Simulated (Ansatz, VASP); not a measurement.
**Ge3Pd in VASP and in Ansatz**

The input INCAR:

```
SYSTEM = Ge3Pd
  PREC = Accurate
  ENCUT = 520
  EDIFF = 1E-6
  ISMEAR = -1
  SIGMA = 0.05
  LREAL = .FALSE.
  LASPH = .TRUE.
  NELM = 60
  ALGO = Normal
  ISIF = 2
  LWAVE = .FALSE.
  LCHARG = .FALSE.
  GGA = PS
  NBANDS = 34
```

File KPOINTS:

```
Automatic mesh
0
G
  7 7 7
  0 0 0
```

File POSCAR:

```
Ge3Pd
1.0
    4.1694544153      0.0000000000      0.0000000000
    0.0000000000      4.1694544153      0.0000000000
    0.0000000000      0.0000000000      4.1694544153
Pd Ge
1 3
Direct
    0.0000000000      0.0000000000      0.0000000000
    0.5000000000      0.5000000000      0.0000000000
    0.5000000000      0.0000000000      0.5000000000
    0.0000000000      0.5000000000      0.5000000000
```

Contents of input.yaml:

```yaml
crystal:
  lattice:
    - [4.1694544153, 0.0, 0.0]
    - [0.0, 4.1694544153, 0.0]
    - [0.0, 0.0, 4.1694544153]
  atoms:
    - { symbol: Pd, position: [0.0, 0.0, 0.0] }
    - { symbol: Ge, position: [0.5, 0.5, 0.0] }
    - { symbol: Ge, position: [0.5, 0.0, 0.5] }
    - { symbol: Ge, position: [0.0, 0.5, 0.5] }
kpoints:
  mp_grid: { grid: [7, 7, 7] }
scf:
  occupations: { method: fermi_dirac, width: 0.05 }
hamiltonian:
  xc: pbesol
  pseudopotentials: { kind: all_electron, lapw: { basis_error: 0.001 } }
output:
  forces: true
  stress: true
  eigenvalues: true
```

Change from the starting cell: volume scaled by 1.02.

Alike in both runs: task single point; functional PBEsol; k mesh 7 × 7 × 7; occupations fermi-dirac, width 0.05 eV; no spin polarisation.

|  | VASP | Ansatz |
| --- | --- | --- |
| version | VASP 6.6.1 | Ansatz 0.2.0 |
| potentials or method | VASP PAW PBE potentials, release 64 (Pd, Ge_d), cutoff 520 eV | all-electron LAPW, scalar-relativistic |

|  | VASP | Ansatz | Ansatz less VASP |
| --- | --- | --- | --- |
| gap on the k mesh at the Fermi level (eV) | none | none | - |
| pressure (GPa) | -6.0 | -6.2 | -0.14 |

VASP's potentials were made for PBE, not for PBEsol. A gap of «none» marks a metal or a gap that the smearing closes. Ansatz ran all-electron here, and VASP with PAW potentials.
